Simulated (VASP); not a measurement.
# Te2Mo (P6_3/mmc) in VASP: notebook, part 2 of 2

VASP 6.6.1. Earlier steps stand in the parts before.

### Step 4. Single point, PBE, collinear spin

Contents of INCAR:

```
ALGO = Normal
EDIFF = 1E-6
ENCUT = 500
GGA = PE
GGA_COMPAT = F
ISIF = 2
ISMEAR = 0
ISPIN = 2
LASPH = T
LCHARG = T
LELF = T
LMAXMIX = 4
LORBIT = 11
LREAL = F
LVHAR = T
LWAVE = F
MAGMOM = 0 0 0 0 0.05 0.05
NBANDS = 39
NELM = 200
PREC = Accurate
SIGMA = 0.05
```

Contents of KPOINTS:

```
k-points
0
Gamma
  8 8 2
```

Contents of POSCAR:

```
Te2Mo
1.0
    3.5203407719      0.0000000000      0.0000000000
   -1.7601703860      3.0487045385      0.0000000000
    0.0000000000      0.0000000000     13.9566079338
Te Mo
4 2
Direct
    0.3333333333      0.6666666667      0.6200035815
    0.6666666667      0.3333333333      0.1200035815
    0.3333333333      0.6666666667      0.8799964185
    0.6666666667      0.3333333333      0.3799964185
    0.3333333333      0.6666666667      0.2500000000
    0.6666666667      0.3333333333      0.7500000000
```

Potentials or basis: VASP PAW PBE potentials, release 64 (Te, Mo_sv).

Started as:

```console
> cat potpaw_PBE.64/Te/POTCAR potpaw_PBE.64/Mo_sv/POTCAR > POTCAR
> mpirun -np 1 vasp_std > vasp.out
```

OUTCAR:

```text
EDIFF = 1E-6
   ENCUT = 500
   GGA = PE
   ISIF = 2
   ISMEAR = 0
   ISPIN = 2
   LASPH = T
   LORBIT = 11
   LREAL = F
   NELM = 200
   PREC = Accurate

 ion  position               nearest neighbor table
   1  0.333  0.667  0.620-   6 2.72   6 2.72   6 2.72   3 3.63
   2  0.667  0.333  0.120-   5 2.72   5 2.72   5 2.72   4 3.63
   3  0.333  0.667  0.880-   6 2.72   6 2.72   6 2.72   1 3.63
   4  0.667  0.333  0.380-   5 2.72   5 2.72   5 2.72   2 3.63
   5  0.333  0.667  0.250-   2 2.72   4 2.72   2 2.72   4 2.72   2 2.72   4 2.72
   6  0.667  0.333  0.750-   1 2.72   3 2.72   1 2.72   3 2.72   1 2.72   3 2.72

  LATTYP: Found a hexagonal cell.
 ALAT       =     3.5203407719
 C/A-ratio  =     3.9645616257

  Lattice vectors:

 A1 = (   3.5203407719,   0.0000000000,   0.0000000000)
 A2 = (  -1.7601703860,   3.0487045385,   0.0000000000)
 A3 = (   0.0000000000,   0.0000000000,  13.9566079338)

Analysis of symmetry for initial positions (statically):
=====================================================================
 Subroutine PRICEL returns:
 Original cell was already a primitive cell.

 Routine SETGRP: Setting up the symmetry group for a
 hexagonal supercell.

 Subroutine GETGRP returns: Found 24 space group operations
 (whereof 12 operations were pure point group operations)
 out of a pool of 24 trial point group operations.

The static configuration has the point symmetry D_3d.
 The point group associated with its full space group is D_6h.

Analysis of symmetry for dynamics (positions and initial velocities):
=====================================================================
 Subroutine PRICEL returns:
 Original cell was already a primitive cell.

 Routine SETGRP: Setting up the symmetry group for a
 hexagonal supercell.

 Subroutine GETGRP returns: Found 24 space group operations
 (whereof 12 operations were pure point group operations)
[... 175 lines left out ...]
 Fermi energy:         8.5697011763

 spin component 1

 k-point     1 :       0.0000    0.0000    0.0000
  band No.  band energies     occupation
      1     -52.6684      1.00000
      2     -52.6684      1.00000
      3     -26.8324      1.00000
      4     -26.8324      1.00000
      5     -26.7070      1.00000
      6     -26.7070      1.00000
[... 809 lines left out ...]
     37      14.1345      0.00000
     38      14.1345      0.00000
 Fermi energy:         8.5697011763

 spin component 2

 k-point     1 :       0.0000    0.0000    0.0000
  band No.  band energies     occupation
      1     -52.6684      1.00000
      2     -52.6684      1.00000
      3     -26.8324      1.00000
      4     -26.8324      1.00000
      5     -26.7071      1.00000
      6     -26.7071      1.00000
[... 809 lines left out ...]
     37      14.1347      0.00000
     38      14.1347      0.00000
 [bands above 38 left out]

------------------------ aborting loop because EDIFF is reached ----------------------------------------

  FORCE on cell =-STRESS in cart. coord.  units (eV):
  Direction    XX          YY          ZZ          XY          YZ          ZX
  --------------------------------------------------------------------------------------
  -------------------------------------------------------------------------------------
  Total        1.9749529      1.9749529      2.0777592     -0.0000000      0.0000000      0.0000000
  in kB       21.1245469     21.1245469     22.2241865     -0.0000000      0.0000000      0.0000000
  external PRESSURE =      21.4910934 kB  Pullay stress =       0.0000000 kB

 VOLUME and BASIS-vectors are now :
 -----------------------------------------------------------------------------
  energy-cutoff  :      500.00
  volume of cell :      149.79
      direct lattice vectors                 reciprocal lattice vectors
     3.520340772  0.000000000  0.000000000     0.284063409  0.164004086  0.000000000
    -1.760170386  3.048704539  0.000000000     0.000000000  0.328008171  0.000000000
     0.000000000  0.000000000 13.956607934     0.000000000  0.000000000  0.071650648

 POSITION                                       TOTAL-FORCE (eV/Angst)
 -----------------------------------------------------------------------------------
     -0.00000      2.03247      8.65315         0.000000     -0.000000     -0.006385
      1.76017      1.01623      1.67484        -0.000000      0.000000     -0.006385
     -0.00000      2.03247     12.28176         0.000000     -0.000000      0.006385
      1.76017      1.01623      5.30346        -0.000000     -0.000000      0.006385
     -0.00000      2.03247      3.48915         0.000000     -0.000000     -0.000000
      1.76017      1.01623     10.46746        -0.000000      0.000000     -0.000000
 -----------------------------------------------------------------------------------
    total drift:                               -0.000000      0.000000     -0.000000

  FREE ENERGIE OF THE ION-ELECTRON SYSTEM (eV)
  ---------------------------------------------------
  free  energy   TOTEN  =       -35.9908337302 eV

  energy  without entropy=      -35.9908337302  energy(sigma->0) =      -35.99083373

 total charge

# of ion       s       p       d       tot
------------------------------------------
    1        1.386   1.973   0.063   3.423
    2        1.386   1.973   0.063   3.423
    3        1.386   1.973   0.063   3.423
    4        1.386   1.973   0.063   3.423
    5        2.253   6.144   3.978  12.375
    6        2.253   6.144   3.978  12.375
--------------------------------------------------
tot         10.052  20.181   8.211  38.444

 magnetization (x)

# of ion       s       p       d       tot
------------------------------------------
    1       -0.000   0.000   0.000  -0.000
    2       -0.000   0.000   0.000  -0.000
    3       -0.000   0.000   0.000  -0.000
    4       -0.000   0.000   0.000  -0.000
    5       -0.000  -0.000  -0.000  -0.000
    6       -0.000  -0.000  -0.000  -0.000
--------------------------------------------------
tot         -0.000   0.000  -0.000  -0.000
```

OSZICAR:

```text
N       E                     dE             d eps       ncg     rms          rms(c)
DAV:   1     0.377282428959E+03    0.37728E+03   -0.25938E+04  3504   0.115E+03
DAV:   2    -0.179397854204E+02   -0.39522E+03   -0.37980E+03  3707   0.291E+02
DAV:   3    -0.369067833863E+02   -0.18967E+02   -0.18589E+02  3849   0.566E+01
DAV:   4    -0.372587552253E+02   -0.35197E+00   -0.35157E+00  3564   0.776E+00
DAV:   5    -0.372681567577E+02   -0.94015E-02   -0.94012E-02  3936   0.126E+00    0.215E+01
DAV:   6    -0.365042362428E+02    0.76392E+00   -0.52540E+00  3339   0.119E+01    0.887E+00
DAV:   7    -0.364549573071E+02    0.49279E-01   -0.42162E+00  3276   0.974E+00    0.613E+00
DAV:   8    -0.359900803845E+02    0.46488E+00   -0.90283E-01  3288   0.506E+00    0.233E+00
DAV:   9    -0.359987439582E+02   -0.86636E-02   -0.17029E-01  3745   0.174E+00    0.110E+00
DAV:  10    -0.359906500928E+02    0.80939E-02   -0.28300E-02  3395   0.923E-01    0.319E-01
DAV:  11    -0.359909292074E+02   -0.27911E-03   -0.18448E-03  3998   0.184E-01    0.145E-01
DAV:  12    -0.359908832324E+02    0.45975E-04   -0.12738E-04  3616   0.511E-02    0.148E-01
DAV:  13    -0.359908350367E+02    0.48196E-04   -0.13632E-04  3478   0.609E-02    0.366E-02
DAV:  14    -0.359908335372E+02    0.14995E-05   -0.18263E-05  3751   0.188E-02    0.126E-02
DAV:  15    -0.359908337302E+02   -0.19300E-06   -0.63003E-07  2065   0.380E-03
   1 F= -.35990834E+02 E0= -.35990834E+02  d E =-.220993E-25  mag=     0.0002
```

Wall time 7 min (1 thread of Oxide Virtual Turin-like, shared host); peak memory 0.39 GiB.

What came out:

```
Free energy                                           : -35.9908 eV
Pressure                                              : 2.1 GPa
Largest force                                         : 0.006 eV/Å
Band gap on the k mesh                                : 0.78 eV (least direct gap 1.20 eV)
Net moment                                            : 0.00 μB per cell
Valence electrons inside the program's atomic spheres : Te 3.42; Mo 12.38
```

Forces on the atoms (eV/Å):
```
Te   0.000  0.000 -0.006
Te   0.000  0.000 -0.006
Te   0.000  0.000  0.006
Te   0.000  0.000  0.006
Mo   0.000  0.000  0.000
Mo   0.000  0.000  0.000
```

Stress tensor (GPa, compression positive):
```
2.11 0.00 0.00
0.00 2.11 0.00
0.00 0.00 2.22
```

Caveat: spin-orbit coupling is left out, which moves the levels of the heavy elements; this functional lacks dispersion, which binds layers or chains, so the pressure and a relaxed spacing across them are unreliable.

### Step 5. Summary

| cell | k mesh | gap on the mesh (eV) | pressure (GPa) | moment (μB) | largest force (eV/Å) |
| --- | --- | --- | --- | --- | --- |
| a = 3.520, b = 3.520, c = 13.957 Å, angles 90.0, 90.0, 120.0°, 6 atoms, atomic positions A | 4 × 4 × 1 | 0.93 | 2.1 | 0.00 | 0.04 |
| a = 3.518, b = 3.518, c = 13.974 Å, angles 90.0, 90.0, 120.0°, 6 atoms, atomic positions B | 8 × 8 × 2 | 0.80 | 3.0 | 0.00 | 0.19 |
| a = 3.520, b = 3.520, c = 13.957 Å, angles 90.0, 90.0, 120.0°, 6 atoms, atomic positions A | 8 × 8 × 2 | 0.78 | 2.1 | 0.00 | 0.01 |

Alike in all rows: task single point; level PBE; potentials or basis VASP PAW PBE potentials, release 64 (Te, Mo_sv); spin collinear; cutoff (eV) 500; smearing gaussian 0.05 eV.

Caveats: some runs use coarse meshes; spin-orbit coupling is left out, which moves the levels of the heavy elements; this functional lacks dispersion, which binds layers or chains, so the pressure and a relaxed spacing across them are unreliable.

Total energies depend on the potentials used, so only differences within one code and one set of settings carry meaning.
